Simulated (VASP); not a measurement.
# W in VASP: a series of runs

The runs below take W through single point, with PBEsol.

All numbers are computed with VASP 6.6.1; they aren't measurements. Logs are shortened: lines on timing, memory, paths and dates and some standing lists are left out, and cuts for length are marked.

### Step 1. The cell of the first run

The cell holds a slab with vacuum, 5 atoms: a = 2.767 Å, b = 2.767 Å, c = 27.036 Å, α = 90.00°, β = 90.00°, γ = 109.47°.

### Step 2. Single point, PBEsol

The input, INCAR:

```
PREC = Accurate
ENCUT = 400
EDIFF = 1E-6
ISMEAR = 0
SIGMA = 0.1
LREAL = False
LASPH = True
NELM = 120
ALGO = Normal
ISIF = 2
LWAVE = False
LCHARG = False
LDIPOL = True
IDIPOL = 3
DIPOL = 0.5 0.5 0.497
GGA = PS
NBANDS = 43
GGA_COMPAT = False
NELMDL = -8
```

The input, KPOINTS:

```
Automatic mesh
0
Gamma
  10 10 1
```

The input, POSCAR:

```
W
1.0
    2.7666047528      0.0000000010      0.0000000000
   -0.9222015800      2.6083799770      0.0000000000
    0.0000000000      0.0000000000     27.0356931387
W
5
Direct
    0.5000000000      0.5000000000      0.3328932591
    0.0000000000      0.0000000000      0.4164466295
    0.5000000000      0.5000000000      0.4980535910
    0.0000000000      0.0000000000      0.5800752638
    0.5000000000      0.5000000000      0.6581015150
```

Potentials or basis: VASP PAW PBE potentials, release 64 (W_sv).

Command:

```bash
cat potpaw_PBE.64/W_sv/POTCAR > POTCAR
mpirun -np 1 vasp_std > vasp.out
```

OUTCAR:

```text
PREC = Accurate
   ENCUT = 400
   EDIFF = 1E-6
   ISMEAR = 0
   LREAL = False
   LASPH = True
   NELM = 120
   ISIF = 2
   GGA = PS
   NELMDL = -8

 ion  position               nearest neighbor table
   1  0.500  0.500  0.333-   2 2.77   2 2.77   2 3.19   2 3.19
   2  0.000  0.000  0.416-   3 2.72   3 2.72   1 2.77   1 2.77   3 3.16   3 3.16   1 3.19   1 3.19

   3  0.500  0.500  0.498-   2 2.72   2 2.72   4 2.73   4 2.73   2 3.16   2 3.16   4 3.17   4 3.17

   4  0.000  0.000  0.580-   5 2.65   5 2.65   3 2.73   3 2.73   5 3.09   5 3.09   3 3.17   3 3.17

   5  0.500  0.500  0.658-   4 2.65   4 2.65   4 3.09   4 3.09

  LATTYP: Found a base centered orthorhombic cell.
 ALAT       =     3.1946000021
 B/A-ratio  =     1.4142135594
 C/A-ratio  =     8.4629353036

  Lattice vectors:

 A1 = (   2.7666047528,   0.0000000010,   0.0000000000)
 A2 = (  -0.9222015800,   2.6083799770,   0.0000000000)
 A3 = (   0.0000000000,   0.0000000000,  27.0356931387)

Analysis of symmetry for initial positions (statically):
=====================================================================
 Subroutine PRICEL returns:
 Original cell was already a primitive cell.

 Routine SETGRP: Setting up the symmetry group for a
 base centered orthorhombic supercell.

 Subroutine GETGRP returns: Found  4 space group operations
 (whereof  4 operations were pure point group operations)
 out of a pool of  8 trial point group operations.

The static configuration has the point symmetry C_2v.

Analysis of symmetry for dynamics (positions and initial velocities):
=====================================================================
 Subroutine PRICEL returns:
 Original cell was already a primitive cell.

 Routine SETGRP: Setting up the symmetry group for a
 base centered orthorhombic supercell.

 Subroutine GETGRP returns: Found  4 space group operations
 (whereof  4 operations were pure point group operations)
 out of a pool of  8 trial point group operations.

The dynamic configuration has the point symmetry C_2v.

 Subroutine INISYM returns: Found  4 space group operations
 (whereof  4 operations are pure point group operations),
 and found     1 'primitive' translations

----------------------------------------------------------------------------------------

                                     Primitive cell

  volume of cell :     195.0992

  direct lattice vectors                    reciprocal lattice vectors
     2.766604753  0.000000001  0.000000000     0.361453872  0.127793241  0.000000000
    -0.922201580  2.608379977  0.000000000    -0.000000000  0.383379726  0.000000000
     0.000000000  0.000000000 27.035693139     0.000000000  0.000000000  0.036988140

  length of vectors
     2.766604753  2.766604753 27.035693139     0.383379726  0.383379726  0.036988140

  position of ions in fractional coordinates (direct lattice)
     0.500000000  0.500000000  0.332893259
     0.000000000  0.000000000  0.416446630
     0.500000000  0.500000000  0.498053591
     0.000000000  0.000000000  0.580075264
     0.500000000  0.500000000  0.658101515

  ion indices of the primitive-cell ions
   primitive index   ion index
                 1           1
                 2           2
                 3           3
                 4           4
                 5           5

----------------------------------------------------------------------------------------

 KPOINTS: Automatic mesh

Automatic generation of k-mesh.
 Grid dimensions read from file:
 generate k-points for:   10   10    1

 Generating k-lattice:

  Cartesian coordinates                     Fractional coordinates (reciprocal lattice)
     0.036145387  0.012779324  0.000000000     0.100000000  0.000000000  0.000000000
    -0.000000000  0.038337973  0.000000000    -0.000000000  0.100000000  0.000000000
     0.000000000  0.000000000  0.036988140     0.000000000  0.000000000  1.000000000

  Length of vectors
     0.038337973  0.038337973  0.036988140

  Shift w.r.t. Gamma in fractional coordinates (k-lattice)
     0.000000000  0.000000000  0.000000000

 Subroutine IBZKPT returns following result:
 ===========================================

 Found     31 irreducible k-points:

 Following reciprocal coordinates:
            Coordinates               Weight
  0.000000  0.000000  0.000000      1.000000
  0.100000 -0.000000  0.000000      4.000000
  0.200000 -0.000000  0.000000      4.000000
  0.300000  0.000000  0.000000      4.000000
  0.400000  0.000000  0.000000      4.000000
  0.500000  0.000000  0.000000      2.000000
[... 16 lines left out ...]
  0.300000  0.300000  0.000000      2.000000
  0.400000  0.300000  0.000000      4.000000
 [... further k-points ...]
   k-points           NKPTS =     31   k-points in BZ     NKDIM =     31   number of bands    NBANDS=     43
   number of dos      NEDOS =    301   number of ions     NIONS =      5
   total plane-waves  NPLWV =  58320
   dimension x,y,z NGX =    18 NGY =   18 NGZ =  180
   dimension x,y,z NGXF=    36 NGYF=   36 NGZF=  360
   ions per type =               5
   NGX,Y,Z   is equivalent  to a cutoff of  10.82, 10.82, 11.07 a.u.
   NGXF,Y,Z  is equivalent  to a cutoff of  21.63, 21.63, 22.14 a.u.
 SYSTEM =  unknown system
   PREC   = accura    normal or accurate (medium, high low for compatibility)
   ISTART =      0    job   : 0-new  1-cont  2-samecut
   ICHARG =      2    charge: 1-file 2-atom 10-const
   ISPIN  =      1    spin polarized calculation?
   LNONCOLLINEAR =      F non collinear calculations
   LSORBIT =      F    spin-orbit coupling
   LASPH  =      T    aspherical Exc in radial PAW
   ENCUT  =  400.0 eV  29.40 Ry    5.42 a.u.   4.51  4.51 44.09*2*pi/ulx,y,z
   NELM   =    120;   NELMIN=  2; NELMDL= -8     # of ELM steps
   EDIFF  = 0.1E-05   stopping-criterion for ELM
   LREAL  =      F    real-space projection
   EDIFFG = 0.1E-04   stopping-criterion for IOM
   NSW    =      0    number of steps for IOM
   IBRION =     -1    ionic relax: 0-MD 1-quasi-New 2-CG
   NFREE  =      0    steps in history (QN), initial steepest desc. (CG)
   ISIF   =      2    stress and relaxation
   ISYM   =      2    0-nonsym 1-usesym 2-fastsym
   POTIM  = 0.5000    time-step for ionic-motion
   TEBEG  =    0.0;   TEEND  =   0.0 temperature during run
   PSTRESS=    0.0 pullay stress
   NELECT =      70.0000    total number of electrons
   NUPDOWN=      -1.0000    fix difference up-down
   EMIN   =  10.00;   EMAX   =-10.00  energy-range for DOS
   EFERMI =   0.00;   METHOD = LEGACY
   ISMEAR =     0;   SIGMA  =   0.10  broadening in eV -4-tet -1-fermi 0-gaus
   EFERMI_NEDOS =   21; number of points for ismear=-14 and -15
   IALGO  =     38    algorithm
   IMIX   =      4    mixing-type and parameters
     AMIX     =   0.40;   BMIX     =  1.00
     AMIX_MAG =   1.60;   BMIX_MAG =  1.00
  volume/ion in A,a.u.               =      39.02       263.32
  Fermi-wavevector in a.u.,A,eV,Ry     =   1.163293  2.198305 18.412084  1.353250
  Thomas-Fermi vector in A             =   2.299844
   LORBIT       =      0    0 simple, 1 ext, 2 COOP (PROOUT), +10 PAW based schemes
   GGA     = PS    functional components
   LHFCALC =     F    Hartree Fock is set to
   AEXX    =    0.0000 exact exchange contribution
   IVDW    =     0    specifies the selected vdW correction
   LEPSILON=     F    determine dielectric tensor
   LRPA    =     F    only Hartree local field effects (RPA)
 non-spin polarized calculation
 Gauss-broadening in eV      SIGMA  =   0.10
  energy-cutoff  :      400.00
  volume of cell :      195.10
 maximum number of plane-waves:      3607
   NGX =  9   NGY =  9   NGZ = 89

 dipolmoment           0.000000      0.000000      0.001003 electrons x Angstroem

 number of electron      70.0000008 magnetization

 dipolmoment           0.000000      0.000000     -0.007970 electrons x Angstroem

 Free energy of the ion-electron system (eV)
  ---------------------------------------------------
  ext. energy  EPLUGINS =         0.00000000
  ---------------------------------------------------
  free energy    TOTEN  =       -65.63311029 eV

  energy without entropy =      -65.61300596  energy(sigma->0) =      -65.62305812

 E-fermi :   1.7906     XC(G=0):  -6.4156

 val. band max:        1.7802827379   @ k =   0.4000   0.1000   0.0000
 cond. band min:       1.8024890249   @ k =   0.4000   0.2000   0.0000
 fundamental gap:      0.0222062871
 Fermi energy:         1.7906213716

 k-point     1 :       0.0000    0.0000    0.0000
  band No.  band energies     occupation
      1     -72.4857      2.00000
      2     -72.4243      2.00000
      3     -72.3641      2.00000
      4     -72.2620      2.00000
      5     -72.1647      2.00000
      6     -37.2349      2.00000
[... 35 lines left out ...]
     42       3.6960      0.00000
     43       3.7969      0.00000

 k-point     2 :       0.1000   -0.0000    0.0000
  band No.  band energies     occupation
      1     -72.4780      2.00000
      2     -72.4175      2.00000
      3     -72.3598      2.00000
      4     -72.2569      2.00000
      5     -72.1602      2.00000
      6     -37.2031      2.00000
[... 35 lines left out ...]
     42       3.5741      0.00000
     43       3.7589      0.00000

 k-point     3 :       0.2000   -0.0000    0.0000
  band No.  band energies     occupation
      1     -72.4575      2.00000
      2     -72.3996      2.00000
      3     -72.3491      2.00000
      4     -72.2435      2.00000
      5     -72.1484      2.00000
      6     -37.1192      2.00000
[... 919 lines left out ...]
      6     -37.0764      2.00000
[... 35 lines left out ...]
     42       4.5610      0.00000
     43       4.6098      0.00000

 k-point    24 :       0.4000    0.3000    0.0000
  band No.  band energies     occupation
      1     -72.3790      2.00000
      2     -72.3258      2.00000
      3     -72.2947      2.00000
      4     -72.1816      2.00000
      5     -72.0896      2.00000
      6     -37.0891      2.00000
[... 35 lines left out ...]
     42       4.8199      0.00000
     43       5.0450      0.00000

 [... further k-points ...]

------------------------ aborting loop because EDIFF is reached ----------------------------------------

 vacuum level on the upper side and lower side of the slab       (xc-potential included)        -0.325        -0.143

  FORCE on cell =-STRESS in cart. coord.  units (eV):
  Direction    XX          YY          ZZ          XY          YZ          ZX
  --------------------------------------------------------------------------------------
  -------------------------------------------------------------------------------------
  Total       -7.5742305     -8.0978479     -2.4866695     -0.7405068      0.0000000      0.0000000
  in kB      -62.2004626    -66.5004696    -20.4208196     -6.0811282      0.0000000      0.0000000
  external PRESSURE =     -49.7072506 kB  Pullay stress =       0.0000000 kB

 VOLUME and BASIS-vectors are now :
 -----------------------------------------------------------------------------
  energy-cutoff  :      400.00
  volume of cell :      195.10
      direct lattice vectors                 reciprocal lattice vectors
     2.766604753  0.000000001  0.000000000     0.361453872  0.127793241  0.000000000
    -0.922201580  2.608379977  0.000000000    -0.000000000  0.383379726  0.000000000
     0.000000000  0.000000000 27.035693139     0.000000000  0.000000000  0.036988140

 POSITION                                       TOTAL-FORCE (eV/Angst)
 -----------------------------------------------------------------------------------
      0.92220      1.30419      9.00000        -0.000000      0.000000      1.167735
      0.00000      0.00000     11.25892         0.000000      0.000000     -1.205091
      0.92220      1.30419     13.46522        -0.000000      0.000000      0.007720
      0.00000      0.00000     15.68274        -0.000000      0.000000      0.000029
      0.92220      1.30419     17.79223         0.000000      0.000000      0.029607
 -----------------------------------------------------------------------------------
    total drift:                               -0.000000     -0.000000     -0.000625

  FREE ENERGIE OF THE ION-ELECTRON SYSTEM (eV)
  ---------------------------------------------------
  free  energy   TOTEN  =       -65.6331102852 eV

  energy  without entropy=      -65.6130059644  energy(sigma->0) =      -65.62305812

 vacuum level on the upper side and lower side of the slab         6.388         6.561
```

Run time: 7.3 min. Hardware: 1 thread of Intel Xeon Platinum 8259CL at 2.50GHz (Skylake/Cascade Lake), shared host; peak memory 0.26 GiB.

What came out:

| Property | Result |
| --- | --- |
| Free energy | -65.6331 eV |
| Largest force | 1.205 eV/Å |
| Band gap on the k mesh | zero (bands 35 and 36 overlap by 1.82 eV) |

Forces in eV/Å, atoms in the order of the input:
```
W    0.000  0.000  1.168
W    0.000  0.000 -1.205
W    0.000  0.000  0.008
W    0.000  0.000  0.000
W    0.000  0.000  0.030
```

Levels at points of the mesh, in eV from the Fermi level:
```csv
k point,band 32,band 33,band 34,band 35,band 36,band 37,band 38,band 39
"(0.00, 0.00, 0.00)",-1.31,-1.26,-1.22,-1.13,-0.11,-0.07,0.74,1.47
"(0.50, 0.00, 0.00)",-1.24,-0.78,0.48,1.09,1.67,1.71,1.75,2.01
"(0.50, 0.50, 0.00)",-0.37,0.35,0.71,0.89,1.72,1.82,1.90,1.95
```

Caveat: the PAW data sets were made with another functional, which shifts forces and pressure a little; spin-orbit coupling is left out, which moves the levels of the heavy elements.

### Step 3. Single point, PBEsol

The input, INCAR:

```
ALGO = Normal
DIPOL = 0.5 0.5 0.497
EDIFF = 1E-6
ENCUT = 400
GGA = PS
GGA_COMPAT = F
IDIPOL = 3
ISIF = 2
ISMEAR = 0
LASPH = T
LCHARG = T
LDIPOL = T
LELF = T
LREAL = F
LVACPOTAV = T
LVHAR = T
LWAVE = F
NBANDS = 43
NELM = 120
NELMDL = -8
PREC = Accurate
SIGMA = 0.1
```

The input, KPOINTS:

```
k-points
0
Gamma
  27 27 1
```

The input, POSCAR:

```
W
1.0
    2.7666047500      0.0000000000      0.0000000000
   -0.9222015800      2.6083799800      0.0000000000
    0.0000000000      0.0000000000     27.0356931387
W
5
Direct
    0.5000000004      0.4999999996      0.3328932591
    0.0000000000      0.0000000000      0.4164466295
    0.5000000004      0.4999999996      0.4980535910
    0.0000000000      0.0000000000      0.5800752638
    0.5000000004      0.4999999996      0.6581015150
```

Potentials or basis: VASP PAW PBE potentials, release 64 (W_sv).

Command:

```bash
cat potpaw_PBE.64/W_sv/POTCAR > POTCAR
mpirun -np 1 vasp_std > vasp.out
```

Run time: 46 min. Hardware: 1 thread of Intel Xeon Platinum 8259CL at 2.50GHz (Skylake/Cascade Lake), shared host; peak memory 0.79 GiB.

Results (log left out):

- Free energy: -65.6616 eV
- Largest force: 1.149 eV/Å
- Band gap on the k mesh: zero (bands 35 and 36 overlap by 1.93 eV)

Forces in eV/Å, atoms in the order of the input:
```
W    0.000  0.000  1.120
W    0.000  0.000 -1.149
W    0.000  0.000  0.021
W    0.000  0.000 -0.126
W    0.000  0.000  0.134
```

Levels at points of the mesh, in eV from the Fermi level:
```
           k point  band 32  band 33  band 34  band 35  band 36  band 37  band 38  band 39
(0.00, 0.00, 0.00)    -1.25    -1.20    -1.16    -1.09    -0.08    -0.03     0.78     1.54
```

Caveat: the PAW data sets were made with another functional, which shifts forces and pressure a little; spin-orbit coupling is left out, which moves the levels of the heavy elements.

The gap in the log of VASP goes by the Fermi energy; the results here count the filled bands.